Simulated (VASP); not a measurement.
Wanted: the native input for a VASP 6.6.1 run.

```
Task                   : single point
Functional             : LDA
Potentials or basis    : VASP PAW LDA potentials, release 64 (Rb_sv, Cl)
Cutoff                 : 500 eV
k mesh                 : 6 × 6 × 6
Occupations            : gaussian, width 0.05 eV
Spin                   : no spin polarisation
Dipole correction      : no
Further INCAR settings : ALGO = Normal; EDIFF = 1e-06; NBANDS = 15
```

The structure of RbCl lies in POSCAR:

```
RbCl
1.0
    0.0000000000      3.2944625000      3.2944625000
    3.2740000000      0.0204625000      3.2740000000
    3.2740000000      3.2740000000      0.0204625000
Rb Cl
1 1
Direct
    0.0000000000      0.0000000000      0.0000000000
    0.5000000000      0.5000000000      0.5000000000
```

This cell differs from its parent crystal: strain +0.0125 x Voigt [0, 0, 0, 1, 0, 0].

These files were run (other wordings do the same):

INCAR

```
SYSTEM = RbCl
PREC = Accurate
ENCUT = 500
EDIFF = 1E-6
ISMEAR = 0
SIGMA = 0.05
LREAL = .FALSE.
LASPH = .TRUE.
NELM = 120
ALGO = Normal
ISIF = 2
LWAVE = .FALSE.
LCHARG = .TRUE.
GGA = CA
LELF = .TRUE.
LVHAR = .TRUE.
NBANDS = 15
GGA_COMPAT = .FALSE.
```

KPOINTS

```
regular mesh
0
G
  6 6 6
  0 0 0
```

Potentials or basis: VASP PAW LDA potentials, release 64 (Rb_sv, Cl).

Run with:

```console
$ cat potpaw_LDA.64/Rb_sv/POTCAR potpaw_LDA.64/Cl/POTCAR > POTCAR
$ mpirun -np 1 vasp_std > vasp.out
```

It gave:

```json
{
  "Pressure": "-1.4 GPa",
  "Band gap on the k mesh": "4.59 eV"
}
```

Caveat: the cell differs from its parent crystal (strain +0.0125 x Voigt [0, 0, 0, 1, 0, 0]).

Run time: 83 s on 1 thread of AMD EPYC 7R13 (shared host), peak memory 0.16 GiB.
